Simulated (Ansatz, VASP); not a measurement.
**B3N2 in VASP and in Ansatz**

Contents of INCAR:

```
SYSTEM = B3N2
PREC = Accurate ; ENCUT = 600
EDIFF = 1E-7 ; ISMEAR = 0
SIGMA = 0.1 ; LREAL = .False.
LASPH = .True. ; NELM = 80
ALGO = Normal ; ISIF = 3
LWAVE = .False. ; LCHARG = .False.
GGA = PE ; IBRION = 2
NSW = 100 ; EDIFFG = -0.01
```

The input KPOINTS:

```
regular mesh
0
Gamma
  6 6 14
  0 0 0
```

POSCAR

```
B3N2
1.0
    7.1105957939      0.0000000000      0.0000000000
    0.0000000000      7.1105957939      0.0000000000
    0.0000000000      0.0000000000      2.6474525892
B N
6 4
Direct
    0.0000000000      0.0000000000      0.0000000000
    0.5000000000      0.5000000000      0.0000000000
    0.2528261494      0.7528261494      0.5000000000
    0.2471738506      0.2528261494      0.5000000000
    0.7471738506      0.2471738506      0.5000000000
    0.7528261494      0.7471738506      0.5000000000
    0.2518096433      0.7518096433      0.0000000000
    0.2481903567      0.2518096433      0.0000000000
    0.7481903567      0.2481903567      0.0000000000
    0.7518096433      0.7481903567      0.0000000000
```

Input for Ansatz:

```yaml
crystal:
  lattice:
    - [7.1105957939, 0.0, 0.0]
    - [0.0, 7.1105957939, 0.0]
    - [0.0, 0.0, 2.6474525892]
  atoms:
    - { symbol: B, position: [0.0, 0.0, 0.0] }
    - { symbol: B, position: [0.5, 0.5, 0.0] }
    - { symbol: B, position: [0.2528261494, 0.7528261494, 0.5] }
    - { symbol: B, position: [0.2471738506, 0.2528261494, 0.5] }
    - { symbol: B, position: [0.7471738506, 0.2471738506, 0.5] }
    - { symbol: B, position: [0.7528261494, 0.7471738506, 0.5] }
    - { symbol: "N", position: [0.2518096433, 0.7518096433, 0.0] }
    - { symbol: "N", position: [0.2481903567, 0.2518096433, 0.0] }
    - { symbol: "N", position: [0.7481903567, 0.2481903567, 0.0] }
    - { symbol: "N", position: [0.7518096433, 0.7481903567, 0.0] }
basis:
  ecutwfc: 420
kpoints:
  mp_grid: { grid: [6, 6, 14] }
hamiltonian:
  xc: pbe
scf:
  occupations: { method: gaussian, width: 0.1 }
output:
  forces: true
  stress: true
  eigenvalues: true
relax:
  adjacent_minimum: "off"
  f_tol: 0.01
  max_steps: 80
  cell: { stress_tol: 0.05 }
```

Alike in both runs: task relaxation of cell and atoms; functional PBE; k mesh 6 × 6 × 14; occupations gaussian, width 0.1 eV; no spin polarisation.

|  | VASP | Ansatz |
| --- | --- | --- |
| version | VASP 6.6.1 | Ansatz 0.2.0 |
| potentials or method | VASP PAW PBE potentials, release 64 (B, N), cutoff 600 eV | scalar-relativistic, plane waves, PAW |
| valence electrons in the cell | 38 | 38 |

|  | VASP | Ansatz | Ansatz less VASP |
| --- | --- | --- | --- |
| gap on the k mesh at the Fermi level, each at its own relaxed structure (eV) | none | none | - |
| relaxed volume (Å³/atom) | 15.76 | 15.85 | +0.086 |
| relaxed length of the cell vector where the two differ most in proportion (Å) | 7.752 | 7.770 | +0.0186 |

A gap of «none» marks a metal or a gap that the smearing closes.

Noted on VASP's run: the volume moved by over 15 % at a fixed basis, so the end points are rough.
